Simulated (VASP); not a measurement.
**AlPt: single point with PBEsol**

The system is AlPt.

```xyz
8
Lattice="4.8789 0.0000 0.0000 0.0000 4.8789 0.0000 0.0000 0.0000 4.8789" Properties=species:S:1:pos:R:3 pbc="T T T"
Al    4.1180    4.1180    4.1180
Al    3.2004    0.7610    1.6785
Al    1.6785    3.2004    0.7610
Al    0.7610    1.6785    3.2004
Pt    0.7565    0.7565    0.7565
Pt    1.6829    4.1224    3.1960
Pt    3.1960    1.6829    4.1224
Pt    4.1224    3.1960    1.6829
```

```yaml
Program: VASP 6.6.1
Task: single point
Functional: PBEsol
Potentials_or_basis: VASP PAW PBE potentials, release 64 (Al, Pt)
Cutoff: 500 eV
k_mesh: 3 × 3 × 3
Occupations: fermi-dirac, width 0.15 eV
Spin: no spin polarisation
```

| Quantity | Value |
| --- | --- |
| Pressure | -1.2 GPa |
| Largest force | 0.077 eV/Å |
| Band gap on the k mesh | zero (bands 26 and 27 overlap by 0.03 eV) |

Forces on the atoms (eV/Å):
```
Al   0.009  0.009  0.009
Al  -0.009 -0.009  0.009
Al   0.009 -0.009 -0.009
Al  -0.009  0.009 -0.009
Pt  -0.045 -0.045 -0.045
Pt   0.045  0.045 -0.045
Pt  -0.045  0.045  0.045
Pt   0.045 -0.045  0.045
```

Levels at points of the mesh, in eV from the Fermi level:
| k point | band 23 | band 24 | band 25 | band 26 | band 27 | band 28 | band 29 | band 30 |
| --- | --- | --- | --- | --- | --- | --- | --- | --- |
| (0.00, 0.00, 0.00) | -1.80 | -1.80 | -0.27 | -0.27 | -0.27 | 4.14 | 4.14 | 4.14 |

Wall time 24 s on 1 thread of Intel Xeon 8259CL, with other jobs on the host, peak memory 0.2 GiB.

Caveat: the k points lie up to 0.43 Å⁻¹ apart; the PAW data sets were made with another functional, which shifts forces and pressure a little; spin-orbit coupling is left out, which moves the levels of the heavy elements.
